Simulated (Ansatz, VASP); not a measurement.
**TiAl3 in VASP and in Ansatz**

File INCAR:

```
SYSTEM = TiAl3
PREC     = Accurate       ! precision mode
ENCUT    = 520            ! plane-wave cutoff, eV
EDIFF    = 1E-7           ! SCF threshold, eV
ISMEAR   = 0              ! smearing method
SIGMA    = 0.15           ! smearing width, eV
LREAL    = .False.        ! projectors in reciprocal space
LASPH    = .True.         ! aspherical terms in the spheres
NELM     = 80             ! most SCF steps
ALGO     = Fast           ! electronic algorithm
ISIF     = 2              ! what is computed and relaxed
LWAVE    = .False.        ! write WAVECAR
LCHARG   = .False.        ! write CHGCAR
GGA      = PE             ! functional
NBANDS   = 18             ! bands
```

Contents of KPOINTS:

```
regular mesh
0
Gamma
  18 18 18
  0 0 0
```

The input POSCAR:

```
TiAl3
1.0
   -1.9226734292      1.9226734292      4.3114047966
    1.9226734292     -1.9226734292      4.3114047966
    1.9226734292      1.9226734292     -4.3114047966
Ti Al
1 3
Direct
    0.0000000000      0.0000000000      0.0000000000
    0.5086978611      0.5086978611      0.0000000000
    0.7500000000      0.2500000000      0.5000000000
    0.2500000000      0.7500000000      0.5000000000
```

Input for Ansatz:

```yaml
crystal:
  lattice:
    - [-1.9226734292, 1.9226734292, 4.3114047966]
    - [1.9226734292, -1.9226734292, 4.3114047966]
    - [1.9226734292, 1.9226734292, -4.3114047966]
  atoms:
    - { symbol: Ti, position: [0.0, 0.0, 0.0] }
    - { symbol: Al, position: [0.5086978611, 0.5086978611, 0.0] }
    - { symbol: Al, position: [0.75, 0.25, 0.5] }
    - { symbol: Al, position: [0.25, 0.75, 0.5] }
basis:
  ecutwfc: 420
kpoints:
  mp_grid: { grid: [18, 18, 18] }
hamiltonian:
  xc: pbe
scf:
  occupations: { method: gaussian, width: 0.15 }
output:
  forces: true
  stress: true
  eigenvalues: true
```

Alike in both runs: task single point; functional PBE; k mesh 18 × 18 × 18; occupations gaussian, width 0.15 eV; no spin polarisation.

|  | VASP | Ansatz |
| --- | --- | --- |
| version | VASP 6.6.1 | Ansatz 0.2.0 |
| potentials or method | VASP PAW PBE potentials, release 64 (Ti_sv, Al), cutoff 520 eV | scalar-relativistic, plane waves, PAW |
| valence electrons in the cell | 21 | 21 |

```tsv
	VASP	Ansatz	Ansatz less VASP
gap on the k mesh at the Fermi level (eV)	none	none	-
pressure (GPa)	0.1	0.1	+0.02
rms of the force components (eV/Å)	0.105	0.105	+0.0001
```

Atom by atom the forces differ by 0.000 eV/Å (rms over components). A gap of «none» marks a metal or a gap that the smearing closes.
